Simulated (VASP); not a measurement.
Input of a VASP 6.6.1 run:

The input INCAR:

```
PREC     = Accurate       # precision mode
ENCUT    = 520            # plane-wave cutoff, eV
EDIFF    = 1E-6           # SCF threshold, eV
ISMEAR   = -1             # smearing method
SIGMA    = 0.1            # smearing width, eV
LREAL    = False          # projectors in reciprocal space
LASPH    = True           # aspherical terms in the spheres
NELM     = 60             # most SCF steps
ALGO     = Normal         # electronic algorithm
ISIF     = 2              # what is computed and relaxed
LWAVE    = False          # write WAVECAR
LCHARG   = False          # write CHGCAR
GGA      = PE             # functional
NBANDS   = 17             # bands
```

The input KPOINTS:

```
Automatic mesh
0
Gamma
  18 18 10
```

POSCAR

```
Hf
1.0
    2.4528860798      0.0000000000      0.0000000000
   -1.2264430399      2.1242616577      0.0000000000
    0.0000000000      0.0000000000      4.2725166487
Hf
2
Direct
    0.3333333333      0.6666666667      0.2500000000
    0.6666666667      0.3333333333      0.7500000000
```

Potentials or basis: VASP PAW PBE potentials, release 64 (Hf_pv).

The run is started by

```bash
$ cat potpaw_PBE.64/Hf_pv/POTCAR > POTCAR
$ mpirun -np 1 vasp_std > vasp.out
```

Problem. Estimate the pressure.

Solution. 245.3 GPa.

Problem. Predict the band gap on the k mesh.

Solution. Zero (bands 10 and 11 overlap by 2.11 eV).

Stress tensor (GPa, compression positive):
```
245.57   0.00   0.00
  0.00 245.57   0.00
  0.00   0.00 244.69
```

Caveat: the cell stands under pressure; spin-orbit coupling is left out, which moves the levels of the heavy elements.
